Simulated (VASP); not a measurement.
# Sn (Immm) in VASP: notebook, part 2 of 2

VASP 6.6.1. Earlier steps stand in the parts before.

### 5 Electric field gradients, LDA

This run uses another cell than the first one, of 27.87 Å³/atom.

File INCAR:

```
PREC = Accurate
ENCUT = 520
EDIFF = 1E-8
ISMEAR = -1
SIGMA = 0.08
LREAL = F
LASPH = T
NELM = 80
ALGO = Normal
ISIF = 2
LWAVE = F
LCHARG = F
LEFG = T
NBANDS = 13
```

File KPOINTS:

```
Automatic mesh
0
Gamma
  13 13 13
```

File POSCAR:

```
Sn
1.0
   -1.6912200000      1.9546610000      2.1078700000
    1.6912200000     -1.9546610000      2.1078700000
    1.6912200000      1.9546610000     -2.1078700000
Sn
1
Direct
    0.0000000000      0.0000000000      0.0000000000
```

Potentials or basis: VASP PAW LDA potentials, release 64 (Sn_d).

The run is started by

```bash
cat potpaw_LDA.64/Sn_d/POTCAR > POTCAR
mpirun -np 1 vasp_std > vasp.out
```

OUTCAR:

```text
PREC = Accurate
   ENCUT = 520
   EDIFF = 1E-8
   ISMEAR = -1
   LREAL = F
   LASPH = T
   NELM = 80
   ISIF = 2

 ion  position               nearest neighbor table
   1  0.000  0.000  0.000-

  LATTYP: Found a body centered orthorhombic cell.
 ALAT       =     3.3824400000
 B/A-ratio  =     1.1557697993
 C/A-ratio  =     1.2463606154

  Lattice vectors:

 A1 = (  -1.6912200000,   1.9546610000,   2.1078700000)
 A2 = (   1.6912200000,  -1.9546610000,   2.1078700000)
 A3 = (   1.6912200000,   1.9546610000,  -2.1078700000)

Analysis of symmetry for initial positions (statically):
=====================================================================
 Subroutine PRICEL returns:
 Original cell was already a primitive cell.

 Routine SETGRP: Setting up the symmetry group for a
 body centered orthorhombic supercell.

 Subroutine GETGRP returns: Found  8 space group operations
 (whereof  8 operations were pure point group operations)
 out of a pool of  8 trial point group operations.

The static configuration has the point symmetry D_2h.

Analysis of symmetry for dynamics (positions and initial velocities):
=====================================================================
 Subroutine PRICEL returns:
 Original cell was already a primitive cell.

 Routine SETGRP: Setting up the symmetry group for a
 body centered orthorhombic supercell.

 Subroutine GETGRP returns: Found  8 space group operations
 (whereof  8 operations were pure point group operations)
 out of a pool of  8 trial point group operations.

The dynamic configuration has the point symmetry D_2h.

 Subroutine INISYM returns: Found  8 space group operations
 (whereof  8 operations are pure point group operations),
 and found     1 'primitive' translations

----------------------------------------------------------------------------------------

                                     Primitive cell

  volume of cell :      27.8725

  direct lattice vectors                    reciprocal lattice vectors
    -1.691220000  1.954661000  2.107870000     0.000000000  0.255798832  0.237206279
     1.691220000 -1.954661000  2.107870000     0.295644564  0.000000000  0.237206279
     1.691220000  1.954661000 -2.107870000     0.295644564  0.255798832  0.000000000

  length of vectors
     3.335272200  3.335272200  3.335272200     0.348855072  0.379041591  0.390945969

  position of ions in fractional coordinates (direct lattice)
     0.000000000  0.000000000  0.000000000

  ion indices of the primitive-cell ions
   primitive index   ion index
                 1           1

----------------------------------------------------------------------------------------

 KPOINTS: Automatic mesh

Automatic generation of k-mesh.
 Grid dimensions read from file:
 generate k-points for:   13   13   13

 Generating k-lattice:
[... 72 lines left out ...]
   PSTRESS=    0.0 pullay stress
   NELECT =      14.0000    total number of electrons
   NUPDOWN=      -1.0000    fix difference up-down
   EMIN   =  10.00;   EMAX   =-10.00  energy-range for DOS
   EFERMI =   0.00;   METHOD = LEGACY
   ISMEAR =    -1;   SIGMA  =   0.08  broadening in eV -4-tet -1-fermi 0-gaus
   EFERMI_NEDOS =   21; number of points for ismear=-14 and -15
   IALGO  =     38    algorithm
   IMIX   =      4    mixing-type and parameters
     AMIX     =   0.40;   BMIX     =  1.00
     AMIX_MAG =   1.60;   BMIX_MAG =  1.00
  volume/ion in A,a.u.               =      27.87       188.09
  Fermi-wavevector in a.u.,A,eV,Ry     =   1.301345  2.459185 23.041444  1.693498
  Thomas-Fermi vector in A             =   2.432485
   LORBIT       =      0    0 simple, 1 ext, 2 COOP (PROOUT), +10 PAW based schemes
   GGA     = CA    functional components
   LHFCALC =     F    Hartree Fock is set to
   AEXX    =    0.0000 exact exchange contribution
   IVDW    =     0    specifies the selected vdW correction
   LEPSILON=     F    determine dielectric tensor
   LRPA    =     F    only Hartree local field effects (RPA)
 non-spin polarized calculation
  energy-cutoff  :      520.00
  volume of cell :       27.87
 maximum number of plane-waves:       770
 NGX is ok and might be reduce to    28
   NGX = 13   NGY = 13   NGZ = 13

 number of electron      14.0000003 magnetization

 Free energy of the ion-electron system (eV)
  ---------------------------------------------------
  ext. energy  EPLUGINS =         0.00000000
  ---------------------------------------------------
  free energy    TOTEN  =        -4.42304028 eV

  energy without entropy =       -4.41081787  energy(sigma->0) =       -4.41692908

 E-fermi :   7.5490     XC(G=0): -10.4787

 val. band max:        7.5423229789   @ k =   0.2308   0.0769  -0.0000
 cond. band min:       7.5508187869   @ k =  -0.3846  -0.3846   0.2308
 fundamental gap:      0.0084958080
 Fermi energy:         7.5490325278

 k-point     1 :       0.0000    0.0000    0.0000
  band No.  band energies     occupation
      1     -13.9475      2.00000
      2     -13.8896      2.00000
      3     -13.8748      2.00000
      4     -13.8640      2.00000
      5     -13.7715      2.00000
      6      -3.4302      2.00000
      7      14.1474      0.00000
      8      14.2914      0.00000
      9      16.2014      0.00000
     10      17.9867      0.00000
     11      19.0794      0.00000
     12      19.3601      0.00000
     13      20.5179      0.00000
[... 354 lines left out ...]
  band No.  band energies     occupation
      1     -13.9039      2.00000
      2     -13.8906      2.00000
      3     -13.8526      2.00000
      4     -13.8038      2.00000
      5     -13.7772      2.00000
      6      -1.3094      2.00000
      7       6.8717      1.99958
      8      10.6066      0.00000
      9      13.7116      0.00000
     10      17.2464      0.00000
     11      19.6482      0.00000
     12      20.6914      0.00000
     13      22.1593      0.00000

 [... further k-points ...]

------------------------ aborting loop because EDIFF is reached ----------------------------------------

  FORCE on cell =-STRESS in cart. coord.  units (eV):
  Direction    XX          YY          ZZ          XY          YZ          ZX
  --------------------------------------------------------------------------------------
  -------------------------------------------------------------------------------------
  Total       -0.6367818     -0.6333033     -0.7638517     -0.0000000      0.0000000      0.0000000
  in kB      -36.6037729    -36.4038178    -43.9080616     -0.0000000      0.0000000      0.0000000
  external PRESSURE =     -38.9718841 kB  Pullay stress =       0.0000000 kB

 VOLUME and BASIS-vectors are now :
 -----------------------------------------------------------------------------
  energy-cutoff  :      520.00
  volume of cell :       27.87
      direct lattice vectors                 reciprocal lattice vectors
    -1.691220000  1.954661000  2.107870000     0.000000000  0.255798832  0.237206279
     1.691220000 -1.954661000  2.107870000     0.295644564  0.000000000  0.237206279
     1.691220000  1.954661000 -2.107870000     0.295644564  0.255798832  0.000000000

 POSITION                                       TOTAL-FORCE (eV/Angst)
 -----------------------------------------------------------------------------------
      0.00000      0.00000      0.00000        -0.000000      0.000000      0.000000
 -----------------------------------------------------------------------------------
    total drift:                               -0.000000     -0.000000     -0.000000

  FREE ENERGIE OF THE ION-ELECTRON SYSTEM (eV)
  ---------------------------------------------------
  free  energy   TOTEN  =        -4.4230402842 eV

  energy  without entropy=       -4.4108178674  energy(sigma->0) =       -4.41692908

 Electric field gradients (V/A^2)
---------------------------------------------------------------------
 ion       V_xx      V_yy      V_zz      V_xy      V_xz      V_yz
---------------------------------------------------------------------
   1       9.739    -0.327    -9.412    -0.002    -0.002    -0.001
---------------------------------------------------------------------

 Electric field gradients after diagonalization (V/A^2)
 (convention: |V_zz| > |V_xx| > |V_yy|)
----------------------------------------------------------------------
 ion       V_xx      V_yy      V_zz     asymmetry (V_yy - V_xx)/ V_zz
----------------------------------------------------------------------
   1      -9.412    -0.327     9.739       0.933
----------------------------------------------------------------------

           NMR quadrupolar parameters

 Cq : quadrupolar parameter    Cq=e*Q*V_zz/h
 eta: asymmetry parameters     (V_yy - V_xx)/ V_zz
 Q  : nuclear electric quadrupole moment in mb (millibarn)
----------------------------------------------------------------------
 ion       Cq(MHz)       eta       Q (mb)
----------------------------------------------------------------------
   1       0.024       0.933       1.000
----------------------------------------------------------------------
```

OSZICAR:

```text
N       E                     dE             d eps       ncg     rms          rms(c)
DAV:   1     0.812191071786E+02    0.81219E+02   -0.71901E+03  9188   0.160E+03
DAV:   2     0.146706687252E+01   -0.79752E+02   -0.77027E+02  9518   0.340E+02
DAV:   3    -0.431130431126E+01   -0.57784E+01   -0.57481E+01 10714   0.741E+01
DAV:   4    -0.443443423440E+01   -0.12313E+00   -0.12311E+00 10559   0.117E+01
DAV:   5    -0.443880373690E+01   -0.43695E-02   -0.43694E-02 11739   0.213E+00    0.131E+00
DAV:   6    -0.442730210906E+01    0.11502E-01   -0.11133E-02 11322   0.174E+00    0.714E-01
DAV:   7    -0.442326598178E+01    0.40361E-02   -0.65866E-03 11203   0.125E+00    0.939E-02
DAV:   8    -0.442303958221E+01    0.22640E-03   -0.60299E-04 10943   0.430E-01    0.194E-02
DAV:   9    -0.442304027041E+01   -0.68820E-06   -0.11531E-05 12169   0.409E-02    0.118E-02
DAV:  10    -0.442304028819E+01   -0.17780E-07   -0.84184E-07 12129   0.996E-03    0.106E-03
DAV:  11    -0.442304028421E+01    0.39793E-08   -0.17682E-08  9556   0.169E-03
   1 F= -.44230403E+01 E0= -.44169291E+01  d E =-.122224E-01
```

It took 47 s on 1 thread of Intel Xeon 6975P-C (Granite Rapids), shared host; peak memory 0.22 GiB.

What came out:

| Item | Value |
| --- | --- |
| Free energy | -4.4230 eV |
| Pressure | -3.9 GPa |
| Band gap on the k mesh | zero (bands 7 and 8 overlap by 8.74 eV) |
| Largest electric field gradient by atom | Sn +9.7 V/Å² |

Stress tensor (GPa, compression positive):
```
-3.66  0.00  0.00
 0.00 -3.64  0.00
 0.00  0.00 -4.39
```

Levels at points of the mesh, in eV from the Fermi level:
```csv
k point,band 3,band 4,band 5,band 6,band 7,band 8,band 9,band 10,band 11,band 12
"(0.00, 0.00, 0.00)",-21.42,-21.41,-21.32,-10.98,6.60,6.74,8.65,10.44,11.53,11.81
```

Electric field gradients, principal values (V/Å²):
```
atom   least  middle  greatest (by size)
1 Sn  -0.327  -9.412               9.739
```

Caveat: the cell stands under tension; without QUAD_EFG the Cq values of the log hold for a quadrupole moment of 1 mb, not for the nuclei; spin-orbit coupling is left out, which moves the levels of the heavy elements.

### 6 Summary

```csv
cell,gap on the mesh (eV),pressure (GPa)
"a = 3.268 Å, angles 119.1, 108.2, 101.6°, 1 atom",none,-1.0
"a = 3.302 Å, angles 119.1, 108.2, 101.6°, 1 atom",none,-2.6
"a = 3.335 Å, angles 119.1, 108.2, 101.6°, 1 atom",none,-3.9
```

Alike in all rows: task electric field gradients; level LDA; potentials or basis VASP PAW LDA potentials, release 64 (Sn_d); no spin polarisation; k mesh 13 × 13 × 13; cutoff (eV) 520; smearing fermi-dirac 0.08 eV.

Caveats: spin-orbit coupling is left out, which moves the levels of the heavy elements; the cell stands under tension (at least some runs).

Absolute energies hang on the potentials; compare differences alone.
